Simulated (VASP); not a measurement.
A run of VASP 6.6.1:

Contents of INCAR:

```
PREC     = Accurate       # precision mode
ENCUT    = 600            # plane-wave cutoff, eV
EDIFF    = 1E-7           # SCF threshold, eV
ISMEAR   = 0              # smearing method
SIGMA    = 0.1            # smearing width, eV
LREAL    = False          # projectors in reciprocal space
LASPH    = True           # aspherical terms in the spheres
NELM     = 100            # most SCF steps
ALGO     = Normal         # electronic algorithm
ISIF     = 3              # what is computed and relaxed
LWAVE    = False          # write WAVECAR
LCHARG   = False          # write CHGCAR
GGA      = PE             # functional
IBRION   = 2              # ionic algorithm
NSW      = 90             # ionic steps
EDIFFG   = -0.04          # ionic threshold
```

Contents of KPOINTS:

```
regular mesh
0
Gamma
  6 6 6
```

File POSCAR:

```
LiPb2O3
1.0
    5.6428615471      0.0000000000      0.0000000000
   -2.8214307736      4.8868614498      0.0000000000
    0.0000000000      0.0000000000      3.4360393018
Li Pb O
1 2 3
Direct
    0.0000000000      0.0000000000      0.0000000000
    0.3333333333      0.6666666667      0.0000000000
    0.6666666667      0.3333333333      0.0000000000
    0.5000000000      0.0000000000      0.5000000000
    0.5000000000      0.5000000000      0.5000000000
    0.0000000000      0.5000000000      0.5000000000
```

Potentials or basis: VASP PAW PBE potentials, release 64 (Li_sv, Pb_d, O).

Launch:

```bash
$ cat potpaw_PBE.64/Li_sv/POTCAR potpaw_PBE.64/Pb_d/POTCAR potpaw_PBE.64/O/POTCAR > POTCAR
$ mpirun -np 1 vasp_std > vasp.out
```

Hardware: 1 thread of Intel Xeon 8259CL, on a shared host.

**Question.** Estimate the wall time of this run.

**Answer.** Run time: 11 min on 1 thread of Intel Xeon 8259CL, with other jobs on the host, peak memory 0.31 GiB. Counts: scf iterations 61, k points 28, ion steps 5.
